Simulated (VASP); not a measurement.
# TiAl3 (P4mm) in VASP: further runs

The runs below take TiAl3 through single point, with r2SCAN.

Everything below comes from runs of VASP 6.6.1. Logs are shortened: lines on timing, memory, paths and dates and some standing lists are left out, and cuts for length are marked.

**1. The cell of the first run**

Symmetry: P4mm, No. 99, tetragonal system. The conventional cell has a = 3.956 Å, b = 3.956 Å, c = 11.567 Å, α = 90.00°, β = 90.00°, γ = 90.00°. Within 3.4 Å of Ti (site symmetry 4mm) lie 12 Al at 2.59 to 2.80 Å. Within 3.7 Å of Ti (site symmetry 4mm) lie 12 Al at 2.80 Å and 1 Ti at 3.66 Å. Ti (site symmetry 4mm) has 12 Al at 2.80 Å within 3.7 Å. Within 3.4 Å of Al (site symmetry 2mm) lie 4 Ti at 2.59 to 2.80 Å and 8 Al at 2.59 to 2.80 Å. Al (site symmetry 2mm) has 4 Ti at 2.80 Å and 8 Al at 2.80 Å within 3.7 Å. Al (site symmetry 2mm) has 4 Ti at 2.80 Å and 9 Al at 2.80 to 3.66 Å within 3.7 Å. Al (site symmetry 4mm) has 8 Al at 2.59 to 2.80 Å and 4 Ti at 2.80 Å within 3.4 Å. Al (site symmetry 4mm) has 9 Al at 2.80 to 3.66 Å and 4 Ti at 2.80 Å within 3.7 Å.

**2. Single point, r2SCAN (the distance across one plane changed)**

POSCAR

```
TiAl3
1.0
    0.0000000000     -3.9556712500      0.0000000000
    0.0000000000      0.0000000000     -3.9556712500
   11.5670137500      0.0000000000      0.0000000000
Ti Al
3 9
Direct
    0.0000000000      0.0000000000      0.9404240705
    0.0000000000      0.0000000000      0.2564668564
    0.0000000000      0.0000000000      0.5984454634
    0.5000000000      0.0000000000      0.0854775528
    0.5000000000      0.0000000000      0.4274561599
    0.5000000000      0.0000000000      0.7694347669
    0.0000000000      0.5000000000      0.0854775528
    0.0000000000      0.5000000000      0.4274561599
    0.0000000000      0.5000000000      0.7694347669
    0.5000000000      0.5000000000      0.9404240705
    0.5000000000      0.5000000000      0.2564668564
    0.5000000000      0.5000000000      0.5984454634
```

INCAR.step1

```
SYSTEM = TiAl3
ALGO     = Normal         ! electronic algorithm
EDIFF    = 1E-4           ! SCF threshold, eV
ENCUT    = 520            ! plane-wave cutoff, eV
GGA      = PE             ! functional
ISMEAR   = 0              ! smearing method
LASPH    = .True.         ! aspherical terms in the spheres
LCHARG   = .False.        ! write CHGCAR
LREAL    = .False.        ! projectors in reciprocal space
LWAVE    = .True.         ! write WAVECAR
NBANDS   = 44             ! bands
NELM     = 80             ! most SCF steps
PREC     = Accurate       ! precision mode
SIGMA    = 0.15           ! smearing width, eV
```

INCAR.step2

```
SYSTEM = TiAl3
ALGO     = Normal         ! electronic algorithm
EDIFF    = 1E-6           ! SCF threshold, eV
ENCUT    = 520            ! plane-wave cutoff, eV
ISIF     = 2              ! what is computed and relaxed
ISMEAR   = 0              ! smearing method
ISTART   = 1            
LASPH    = .True.         ! aspherical terms in the spheres
LCHARG   = .False.        ! write CHGCAR
LMIXTAU  = .True.       
LREAL    = .False.        ! projectors in reciprocal space
LWAVE    = .False.        ! write WAVECAR
METAGGA  = R2SCAN         ! meta-GGA
NBANDS   = 44             ! bands
NELM     = 80             ! most SCF steps
PREC     = Accurate       ! precision mode
SIGMA    = 0.15           ! smearing width, eV
```

KPOINTS

```
k-points
0
Gamma
  12 12 4
  0 0 0
```

Potentials or basis: VASP PAW PBE potentials, release 64 (Ti_sv, Al).

On the command line:

```sh
> cat potpaw_PBE.64/Ti_sv/POTCAR potpaw_PBE.64/Al/POTCAR > POTCAR
> cp INCAR.step1 INCAR
> mpirun -np 1 vasp_std > vasp.out
> cp INCAR.step2 INCAR
> mpirun -np 1 vasp_std > vasp.out
```

OUTCAR:

```text
SYSTEM = TiAl3
   EDIFF = 1E-6
   ENCUT = 520
   ISIF = 2
   ISMEAR = 0
   ISTART = 1
   LASPH = .True.
   LREAL = .False.
   METAGGA = R2SCAN
   NELM = 80
   PREC = Accurate

 ion  position               nearest neighbor table
   1  0.000  0.000  0.940-   4 2.59   7 2.59   7 2.59   4 2.59  10 2.80  10 2.80  10 2.80  10 2.80
                             9 2.80   6 2.80   9 2.80   6 2.80
   2  0.000  0.000  0.256-   5 2.80   8 2.80   8 2.80   5 2.80  11 2.80  11 2.80  11 2.80  11 2.80
                             4 2.80   7 2.80   4 2.80   7 2.80
   3  0.000  0.000  0.598-   5 2.80   6 2.80   8 2.80   9 2.80   8 2.80   9 2.80   5 2.80   6 2.80
                            12 2.80  12 2.80  12 2.80  12 2.80
   4  0.500  0.000  0.085-   1 2.59  10 2.59  10 2.59   1 2.59   7 2.80   7 2.80   7 2.80   7 2.80
                             2 2.80   2 2.80  11 2.80  11 2.80
   5  0.500  0.000  0.427-   2 2.80  11 2.80  11 2.80   2 2.80   3 2.80  12 2.80  12 2.80   3 2.80
                             8 2.80   8 2.80   8 2.80   8 2.80
   6  0.500  0.000  0.769-   3 2.80  12 2.80  12 2.80   3 2.80   9 2.80   9 2.80   9 2.80   9 2.80
                             1 2.80  10 2.80  10 2.80   1 2.80
   7  0.000  0.500  0.085-   1 2.59  10 2.59   1 2.59  10 2.59   4 2.80   4 2.80   4 2.80   4 2.80
                             2 2.80   2 2.80  11 2.80  11 2.80
   8  0.000  0.500  0.427-   2 2.80  11 2.80   2 2.80  11 2.80   3 2.80   3 2.80  12 2.80  12 2.80
                             5 2.80   5 2.80   5 2.80   5 2.80
   9  0.000  0.500  0.769-   3 2.80  12 2.80   3 2.80  12 2.80   6 2.80   6 2.80   6 2.80   6 2.80
                             1 2.80  10 2.80  10 2.80   1 2.80
  10  0.500  0.500  0.940-   4 2.59   7 2.59   4 2.59   7 2.59   1 2.80   1 2.80   1 2.80   1 2.80
                             6 2.80   9 2.80   9 2.80   6 2.80
  11  0.500  0.500  0.256-   5 2.80   8 2.80   5 2.80   8 2.80   2 2.80   2 2.80   2 2.80   2 2.80
                             7 2.80   7 2.80   4 2.80   4 2.80
  12  0.500  0.500  0.598-   5 2.80   6 2.80   8 2.80   9 2.80   5 2.80   6 2.80   8 2.80   9 2.80
                             3 2.80   3 2.80   3 2.80   3 2.80

  LATTYP: Found a simple tetragonal cell.
 ALAT       =     3.9556712500
 C/A-ratio  =     2.9241595216

  Lattice vectors:

 A1 = (   0.0000000000,  -3.9556712500,   0.0000000000)
 A2 = (   0.0000000000,   0.0000000000,  -3.9556712500)
 A3 = (  11.5670137500,   0.0000000000,   0.0000000000)

Analysis of symmetry for initial positions (statically):
=====================================================================
 Subroutine PRICEL returns:
 Original cell was already a primitive cell.

 Routine SETGRP: Setting up the symmetry group for a
 simple tetragonal supercell.

 Subroutine GETGRP returns: Found  8 space group operations
 (whereof  8 operations were pure point group operations)
 out of a pool of 16 trial point group operations.

The static configuration has the point symmetry C_4v.

Analysis of symmetry for dynamics (positions and initial velocities):
=====================================================================
 Subroutine PRICEL returns:
 Original cell was already a primitive cell.

 Routine SETGRP: Setting up the symmetry group for a
 simple tetragonal supercell.

 Subroutine GETGRP returns: Found  8 space group operations
 (whereof  8 operations were pure point group operations)
 out of a pool of 16 trial point group operations.

The dynamic configuration has the point symmetry C_4v.

 Subroutine INISYM returns: Found  8 space group operations
 (whereof  8 operations are pure point group operations),
 and found     1 'primitive' translations

----------------------------------------------------------------------------------------

                                     Primitive cell

  volume of cell :     180.9929

  direct lattice vectors                    reciprocal lattice vectors
     0.000000000 -3.955671250  0.000000000     0.000000000 -0.252801595  0.000000000
     0.000000000  0.000000000 -3.955671250     0.000000000  0.000000000 -0.252801595
    11.567013750  0.000000000  0.000000000     0.086452737  0.000000000  0.000000000

  length of vectors
     3.955671250  3.955671250 11.567013750     0.252801595  0.252801595  0.086452737

  position of ions in fractional coordinates (direct lattice)
     0.000000000  0.000000000  0.940424071
     0.000000000  0.000000000  0.256466856
     0.000000000  0.000000000  0.598445463
     0.500000000  0.000000000  0.085477553
     0.500000000  0.000000000  0.427456160
     0.500000000  0.000000000  0.769434767
     0.000000000  0.500000000  0.085477553
     0.000000000  0.500000000  0.427456160
[... 39 lines left out ...]
     0.000000000  0.000000000  0.000000000

 Subroutine IBZKPT returns following result:
 ===========================================

 Found     84 irreducible k-points:

 Following reciprocal coordinates:
            Coordinates               Weight
  0.000000  0.000000  0.000000      1.000000
  0.083333  0.000000  0.000000      4.000000
  0.166667  0.000000  0.000000      4.000000
  0.250000  0.000000  0.000000      4.000000
  0.333333  0.000000  0.000000      4.000000
  0.416667  0.000000  0.000000      4.000000
[... 16 lines left out ...]
  0.333333  0.333333  0.000000      4.000000
  0.416667  0.333333  0.000000      8.000000
 [... further k-points ...]
   k-points           NKPTS =     84   k-points in BZ     NKDIM =     84   number of bands    NBANDS=     44
   number of dos      NEDOS =    301   number of ions     NIONS =     12
   total plane-waves  NPLWV =  81000
   dimension x,y,z NGX =    30 NGY =   30 NGZ =   90
   dimension x,y,z NGXF=    60 NGYF=   60 NGZF=  180
   ions per type =               3   9
   NGX,Y,Z   is equivalent  to a cutoff of  12.61, 12.61, 12.94 a.u.
   NGXF,Y,Z  is equivalent  to a cutoff of  25.22, 25.22, 25.87 a.u.
 SYSTEM =  TiAl3
   PREC   = accura    normal or accurate (medium, high low for compatibility)
   ISTART =      1    job   : 0-new  1-cont  2-samecut
   ICHARG =      0    charge: 1-file 2-atom 10-const
   ISPIN  =      1    spin polarized calculation?
   LNONCOLLINEAR =      F non collinear calculations
   LSORBIT =      F    spin-orbit coupling
   LASPH  =      T    aspherical Exc in radial PAW
   ENCUT  =  520.0 eV  38.22 Ry    6.18 a.u.   7.35  7.35 21.51*2*pi/ulx,y,z
   NELM   =     80;   NELMIN=  2; NELMDL=  0     # of ELM steps
   EDIFF  = 0.1E-05   stopping-criterion for ELM
   LREAL  =      F    real-space projection
   EDIFFG = 0.1E-04   stopping-criterion for IOM
   NSW    =      0    number of steps for IOM
   IBRION =     -1    ionic relax: 0-MD 1-quasi-New 2-CG
   NFREE  =      0    steps in history (QN), initial steepest desc. (CG)
   ISIF   =      2    stress and relaxation
   ISYM   =      2    0-nonsym 1-usesym 2-fastsym
   POTIM  = 0.5000    time-step for ionic-motion
   TEBEG  =    0.0;   TEEND  =   0.0 temperature during run
   PSTRESS=    0.0 pullay stress
   NELECT =      63.0000    total number of electrons
   NUPDOWN=      -1.0000    fix difference up-down
   EMIN   =  10.00;   EMAX   =-10.00  energy-range for DOS
   EFERMI =   0.00;   METHOD = LEGACY
   ISMEAR =     0;   SIGMA  =   0.15  broadening in eV -4-tet -1-fermi 0-gaus
   EFERMI_NEDOS =   21; number of points for ismear=-14 and -15
   IALGO  =     38    algorithm
   IMIX   =      4    mixing-type and parameters
     AMIX     =   0.40;   BMIX     =  1.00
     AMIX_MAG =   1.60;   BMIX_MAG =  1.00
  volume/ion in A,a.u.               =      15.08       101.78
  Fermi-wavevector in a.u.,A,eV,Ry     =   1.151599  2.176206 18.043766  1.326179
  Thomas-Fermi vector in A             =   2.288255
   LORBIT       =      0    0 simple, 1 ext, 2 COOP (PROOUT), +10 PAW based schemes
   METAGGA = R2SCAN    functional components
   LHFCALC =     F    Hartree Fock is set to
   AEXX    =    0.0000 exact exchange contribution
   IVDW    =     0    specifies the selected vdW correction
   LEPSILON=     F    determine dielectric tensor
   LRPA    =     F    only Hartree local field effects (RPA)
 non-spin polarized calculation
 Gauss-broadening in eV      SIGMA  =   0.15
  energy-cutoff  :      520.00
  volume of cell :      180.99
 maximum number of plane-waves:      4924
 NGX is ok and might be reduce to    30
   NGX = 15   NGY = 15   NGZ = 43

 number of electron      62.9999989 magnetization

 Free energy of the ion-electron system (eV)
  ---------------------------------------------------
  ext. energy  EPLUGINS =         0.00000000
  ---------------------------------------------------
  free energy    TOTEN  =      -104.00087579 eV

  energy without entropy =     -103.92800065  energy(sigma->0) =     -103.96443822

 E-fermi :   9.4243     XC(G=0): -11.6965

 val. band max:        9.4220501197   @ k =   0.2500   0.0833   0.0000
 cond. band min:       9.4245910524   @ k =   0.1667   0.0833   0.0000
 fundamental gap:      0.0025409328
 Fermi energy:         9.4243019311

 k-point     1 :       0.0000    0.0000    0.0000
  band No.  band energies     occupation
      1     -49.9080      2.00000
      2     -49.8880      2.00000
      3     -49.6886      2.00000
      4     -25.1884      2.00000
      5     -25.1722      2.00000
      6     -25.1722      2.00000
[... 1093 lines left out ...]
     42      11.5059      0.00000
     43      12.4226      0.00000

 [... further k-points ...]

 [bands above 43 left out]

------------------------ aborting loop because EDIFF is reached ----------------------------------------

  FORCE on cell =-STRESS in cart. coord.  units (eV):
  Direction    XX          YY          ZZ          XY          YZ          ZX
  --------------------------------------------------------------------------------------
  -------------------------------------------------------------------------------------
  Total        6.9566460      3.1672793      3.1672793      0.0000000      0.0000000      0.0000000
  in kB       61.5813002     28.0372437     28.0372437      0.0000000      0.0000000      0.0000000
  external PRESSURE =      39.2185959 kB  Pullay stress =       0.0000000 kB

 VOLUME and BASIS-vectors are now :
 -----------------------------------------------------------------------------
  energy-cutoff  :      520.00
  volume of cell :      180.99
      direct lattice vectors                 reciprocal lattice vectors
     0.000000000 -3.955671250  0.000000000     0.000000000 -0.252801595  0.000000000
     0.000000000  0.000000000 -3.955671250     0.000000000  0.000000000 -0.252801595
    11.567013750  0.000000000  0.000000000     0.086452737  0.000000000  0.000000000

 POSITION                                       TOTAL-FORCE (eV/Angst)
 -----------------------------------------------------------------------------------
     10.87790      0.00000      0.00000        -1.933955      0.000000     -0.000000
      2.96656      0.00000      0.00000         0.058148     -0.000000      0.000000
      6.92223      0.00000      0.00000         0.017581     -0.000000     -0.000000
      0.98872     -1.97784      0.00000         1.649114     -0.000000     -0.000000
      4.94439     -1.97784      0.00000        -0.021913      0.000000     -0.000000
      8.90006     -1.97784      0.00000        -0.078663     -0.000000      0.000000
      0.98872      0.00000     -1.97784         1.649114     -0.000000     -0.000000
      4.94439      0.00000     -1.97784        -0.021913     -0.000000     -0.000000
      8.90006      0.00000     -1.97784        -0.078663     -0.000000      0.000000
     10.87790     -1.97784     -1.97784        -1.402036     -0.000000     -0.000000
      2.96656     -1.97784     -1.97784         0.149064     -0.000000      0.000000
      6.92223     -1.97784     -1.97784         0.014123     -0.000000     -0.000000
 -----------------------------------------------------------------------------------
    total drift:                                0.000243      0.000000      0.000000

  FREE ENERGIE OF THE ION-ELECTRON SYSTEM (eV)
  ---------------------------------------------------
  free  energy   TOTEN  =      -104.0008757941 eV

  energy  without entropy=     -103.9280006481  energy(sigma->0) =     -103.96443822
```

It took 67 min on 1 thread of Oxide Virtual Turin-like, shared host; peak memory 0.6 GiB.

What came out:

| Item | Value |
| --- | --- |
| Free energy | -104.0009 eV |
| Pressure | 3.9 GPa |
| Largest force | 1.934 eV/Å |
| Band gap on the k mesh | zero (an odd number of electrons rules out a gap without spin polarisation) |

Forces in eV/Å, atoms in the order of the input:
```
Ti  -1.934  0.000  0.000
Ti   0.058  0.000  0.000
Ti   0.018  0.000  0.000
Al   1.649  0.000  0.000
Al  -0.022  0.000  0.000
Al  -0.079  0.000  0.000
Al   1.649  0.000  0.000
Al  -0.022  0.000  0.000
Al  -0.079  0.000  0.000
Al  -1.402  0.000  0.000
Al   0.149  0.000  0.000
Al   0.014  0.000  0.000
```

Stress tensor (GPa, compression positive):
```
6.16 0.00 0.00
0.00 2.80 0.00
0.00 0.00 2.80
```

Levels at points of the mesh, in eV from the Fermi level:
| k point | band 30 | band 31 | band 32 | band 33 | band 34 | band 35 |
| --- | --- | --- | --- | --- | --- | --- |
| (0.00, 0.00, 0.00) | -0.15 | 0.06 | 0.19 | 0.19 | 0.30 | 0.35 |
| (0.50, 0.00, 0.00) | 0.39 | 0.52 | 0.60 | 0.66 | 0.71 | 0.72 |
| (0.50, 0.50, 0.00) | -3.13 | -1.23 | -1.23 | 0.74 | 0.81 | 0.95 |
| (0.00, 0.00, 0.50) | 0.09 | 0.16 | 0.16 | 0.21 | 0.29 | 0.29 |
| (0.50, 0.00, 0.50) | -0.43 | 0.34 | 0.51 | 0.71 | 0.73 | 0.89 |
| (0.50, 0.50, 0.50) | -1.81 | -1.81 | -1.37 | -1.25 | 0.24 | 1.02 |

Caveat: the cell differs from its parent crystal (the distance across one plane changed); the cell stands under pressure; the PAW data sets were made with another functional, which shifts forces and pressure a little.

**3. Single point, r2SCAN (the distance across one plane changed)**

POSCAR

```
TiAl3
1.0
    0.0000000000     -3.9556712500      0.0000000000
    0.0000000000      0.0000000000     -3.9556712500
   12.1170137500      0.0000000000      0.0000000000
Ti Al
3 9
Direct
    0.0000000000      0.0000000000      0.8977375431
    0.0000000000      0.0000000000      0.2448256406
    0.0000000000      0.0000000000      0.5712815919
    0.5000000000      0.0000000000      0.0815976650
    0.5000000000      0.0000000000      0.4080536163
    0.5000000000      0.0000000000      0.7345095675
    0.0000000000      0.5000000000      0.0815976650
    0.0000000000      0.5000000000      0.4080536163
    0.0000000000      0.5000000000      0.7345095675
    0.5000000000      0.5000000000      0.8977375431
    0.5000000000      0.5000000000      0.2448256406
    0.5000000000      0.5000000000      0.5712815919
```

INCAR.step1

```
SYSTEM = TiAl3
PREC     = Accurate       ! precision mode
ENCUT    = 520            ! plane-wave cutoff, eV
ISMEAR   = 0              ! smearing method
SIGMA    = 0.15           ! smearing width, eV
LREAL    = .FALSE.        ! projectors in reciprocal space
LASPH    = .TRUE.         ! aspherical terms in the spheres
NELM     = 60             ! most SCF steps
NBANDS   = 44             ! bands
GGA      = PE             ! functional
ALGO     = Normal         ! electronic algorithm
EDIFF    = 1E-4           ! SCF threshold, eV
LWAVE    = .TRUE.         ! write WAVECAR
LCHARG   = .FALSE.        ! write CHGCAR
```

INCAR.step2

```
SYSTEM = TiAl3
PREC     = Accurate       ! precision mode
ENCUT    = 520            ! plane-wave cutoff, eV
EDIFF    = 1E-7           ! SCF threshold, eV
ISMEAR   = 0              ! smearing method
SIGMA    = 0.15           ! smearing width, eV
LREAL    = .FALSE.        ! projectors in reciprocal space
LASPH    = .TRUE.         ! aspherical terms in the spheres
NELM     = 60             ! most SCF steps
ALGO     = Normal         ! electronic algorithm
ISIF     = 2              ! what is computed and relaxed
LWAVE    = .FALSE.        ! write WAVECAR
LCHARG   = .FALSE.        ! write CHGCAR
METAGGA  = R2SCAN         ! meta-GGA
LMIXTAU  = .TRUE.       
NBANDS   = 44             ! bands
ISTART   = 1
```

KPOINTS

```
regular mesh
0
G
  12 12 4
  0 0 0
```

Potentials or basis: VASP PAW PBE potentials, release 64 (Ti_sv, Al).

On the command line:

```sh
> cat potpaw_PBE.64/Ti_sv/POTCAR potpaw_PBE.64/Al/POTCAR > POTCAR
> cp INCAR.step1 INCAR
> mpirun -np 1 vasp_std > vasp.out
> cp INCAR.step2 INCAR
> mpirun -np 1 vasp_std > vasp.out
```

It took 1.7 h on 1 thread of Oxide Virtual Turin-like, shared host; peak memory 0.62 GiB.

Results (log left out):

* Free energy: -104.2616 eV
* Pressure: -1.9 GPa
* Largest force: 0.746 eV/Å
* Band gap on the k mesh: zero (an odd number of electrons rules out a gap without spin polarisation)

Forces in eV/Å, atoms in the order of the input:
```
Ti   0.733  0.000  0.000
Ti   0.078  0.000  0.000
Ti  -0.006  0.000  0.000
Al  -0.746  0.000  0.000
Al  -0.001  0.000  0.000
Al   0.073  0.000  0.000
Al  -0.746  0.000  0.000
Al  -0.001  0.000  0.000
Al   0.073  0.000  0.000
Al   0.663  0.000  0.000
Al  -0.120  0.000  0.000
Al  -0.003  0.000  0.000
```

Stress tensor (GPa, compression positive):
```
-3.46  0.00  0.00
 0.00 -1.15  0.00
 0.00  0.00 -1.15
```

Levels at points of the mesh, in eV from the Fermi level:
```
           k point  band 28  band 29  band 30  band 31  band 32  band 33  band 34  band 35  band 36  band 37
(0.00, 0.00, 0.00)    -2.10    -0.49    -0.26     0.14     0.14     0.16     0.32     0.36     0.44     0.44
(0.50, 0.00, 0.00)    -1.16    -0.96     0.30     0.38     0.66     0.71     0.74     0.76     0.82     0.85
(0.50, 0.50, 0.00)    -3.16    -3.05    -3.05    -1.40    -1.40     0.50     0.86     0.92     0.98     1.12
(0.00, 0.00, 0.50)    -1.65    -1.37     0.19     0.20     0.20     0.25     0.25     0.25     0.40     0.76
(0.50, 0.00, 0.50)    -1.29    -0.53    -0.31     0.10     0.45     0.67     0.88     0.92     1.03     1.19
(0.50, 0.50, 0.50)    -1.99    -1.99    -1.98    -1.98    -1.60    -1.44     0.19     1.09     1.14     1.38
```

Caveat: the cell differs from its parent crystal (the distance across one plane changed); the PAW data sets were made with another functional, which shifts forces and pressure a little.
